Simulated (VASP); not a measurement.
## Si2N: relaxation of cell and atoms with r2SCAN

Crystal: Si2N.

```xyz
6
Lattice="6.6373 0.0000 0.0000 0.0000 6.6373 0.0000 0.0000 0.0000 2.5457" Properties=species:S:1:pos:R:3 pbc="T T T"
Si    2.3640    2.3640    0.0000
Si    4.2733    4.2733    0.0000
Si    5.6826    0.9546    1.2729
Si    0.9546    5.6826    1.2729
N     0.0000    0.0000    0.0000
N     3.3186    3.3186    1.2729
```

```
Program                : VASP 6.6.1
Task                   : relaxation of cell and atoms
Functional             : r2SCAN
Potentials or basis    : VASP PAW PBE potentials, release 64 (Si, N)
Cutoff                 : 600 eV
k mesh                 : 6 × 6 × 14
Occupations            : gaussian, width 0.1 eV
Spin                   : no spin polarisation
Dipole correction      : no
Further INCAR settings : ALGO = Normal; EDIFF = 1e-07; IBRION = 2; EDIFFG = -0.01; NSW = 80; ISIF = 3
```

```json
{
  "Relaxed volume": "18.90 Å³/atom",
  "Relaxed cell": "a = 6.692 Å, b = 6.692 Å, c = 2.533 Å, α = 90.00°, β = 90.00°, γ = 90.00°",
  "Space group after relaxing (to 0.1 Å)": "P4_2/mnm (No. 136)",
  "Energy gained by relaxing": "0.9 meV/atom",
  "Ionic steps": "9",
  "Pressure after relaxing": "0.0 GPa",
  "Largest force after relaxing": "0.005 eV/Å",
  "Band gap on the k mesh": "zero (bands 13 and 14 overlap by 2.57 eV)"
}
```

Forces on the atoms (eV/Å):
```
Si  -0.004 -0.004  0.000
Si   0.004  0.004  0.000
Si  -0.004  0.004  0.000
Si   0.004 -0.004  0.000
N    0.000  0.000  0.000
N    0.000  0.000  0.000
```

Step by step:
```
step  energy change (eV)  largest force (eV/Å)  pressure (GPa)  volume (Å³)
   1              0.0000                0.0266           -0.36       112.15
   2             -0.0018                0.0170            0.73       111.46
   3             -0.0036                0.0014            0.28       111.74
   4             -0.0041                0.0557            0.08       112.16
   5             -0.0042                0.0732            0.02       112.29
   6             -0.0046                0.0565            0.01       112.53
   7             -0.0053                0.0223            0.01       113.03
   8             -0.0050                0.0471            0.01       114.03
   9             -0.0054                0.0052            0.01       113.42
```

Final structure:
```
CELL_PARAMETERS angstrom
6.69203 0.00000 0.00000
0.00000 6.69203 0.00000
0.00000 0.00000 2.53269
ATOMIC_POSITIONS crystal
Si 0.35717 0.35717 0.00000
Si 0.64283 0.64283 0.00000
Si 0.85717 0.14283 0.50000
Si 0.14283 0.85717 0.50000
N 0.00000 0.00000 0.00000
N 0.50000 0.50000 0.50000
```

Levels at points of the mesh, in eV from the Fermi level:
| k point | band 9 | band 10 | band 11 | band 12 | band 13 | band 14 | band 15 | band 16 | band 17 |
| --- | --- | --- | --- | --- | --- | --- | --- | --- | --- |
| (0.00, 0.00, 0.00) | -3.68 | -3.67 | -2.92 | -2.61 | -2.61 | 1.02 | 1.84 | 1.84 | 2.45 |
| (0.50, 0.00, 0.00) | -3.68 | -3.68 | -3.26 | -3.26 | -1.40 | -1.40 | 2.24 | 2.24 | 4.34 |
| (0.50, 0.50, 0.00) | -3.68 | -3.68 | -2.76 | -2.76 | -0.83 | -0.83 | 1.21 | 1.21 | 3.81 |
| (0.00, 0.00, 0.50) | -2.69 | -2.69 | -1.52 | -1.52 | -0.14 | -0.14 | 0.76 | 0.76 | 2.54 |
| (0.50, 0.00, 0.50) | -3.12 | -3.12 | -0.99 | -0.99 | -0.71 | -0.71 | 1.86 | 1.86 | 2.10 |
| (0.50, 0.50, 0.50) | -2.67 | -2.67 | -0.91 | -0.91 | -0.65 | -0.65 | 0.35 | 0.35 | 3.55 |

Wall time 100 min on 1 thread of Oxide Virtual Turin-like Processor, on a shared host, peak memory 0.32 GiB.

Caveat: the PAW data sets were made with another functional, which shifts forces and pressure a little.
